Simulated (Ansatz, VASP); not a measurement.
**Two plane-wave programs on RbCl**

File INCAR:

```
SYSTEM = RbCl
PREC = Accurate
ENCUT = 500
EDIFF = 1E-6
ISMEAR = 0
SIGMA = 0.01
LREAL = .False.
LASPH = .True.
NELM = 120
ALGO = Normal
ISIF = 2
LWAVE = .False.
LCHARG = .False.
GGA = PE
NBANDS = 15
GGA_COMPAT = .False.
```

KPOINTS

```
regular mesh
0
Gamma
  6 6 6
  0 0 0
```

Contents of POSCAR:

```
RbCl
1.0
    0.0000000000      3.4148118170      3.4148118170
    3.4148118170      0.0000000000      3.4148118170
    3.4148118170      3.4148118170      0.0000000000
Rb Cl
1 1
Direct
    0.0000000000      0.0000000000      0.0000000000
    0.5000000000      0.5000000000      0.5000000000
```

Input for Ansatz:

```yaml
crystal:
  lattice:
    - [0.0, 3.414811817, 3.414811817]
    - [3.414811817, 0.0, 3.414811817]
    - [3.414811817, 3.414811817, 0.0]
  atoms:
    - { symbol: Rb, position: [0.0, 0.0, 0.0] }
    - { symbol: Cl, position: [0.5, 0.5, 0.5] }
kpoints:
  mp_grid: { grid: [6, 6, 6] }
hamiltonian:
  xc: pbe
scf:
  occupations: { method: fixed }
  n_extra_bands: 4
output:
  forces: true
  stress: true
  eigenvalues: true
```

Alike in both runs: task single point; functional PBE; k mesh 6 × 6 × 6; no spin polarisation.

|  | VASP | Ansatz |
| --- | --- | --- |
| version | VASP 6.6.1 | Ansatz 0.2.0 |
| potentials or method | VASP PAW PBE potentials, release 64 (Rb_sv, Cl) | plane waves, PAW |
| plane-wave cutoff (eV) | 500 | 420 |
| occupations | gaussian, width 0.01 eV | fixed |
| valence electrons in the cell | 16 | 16 |

```tsv
	VASP	Ansatz	Ansatz less VASP
gap on the k mesh at the Fermi level (eV)	4.66	4.66	+0.002
pressure (GPa)	-0.7	-0.7	+0.01
```
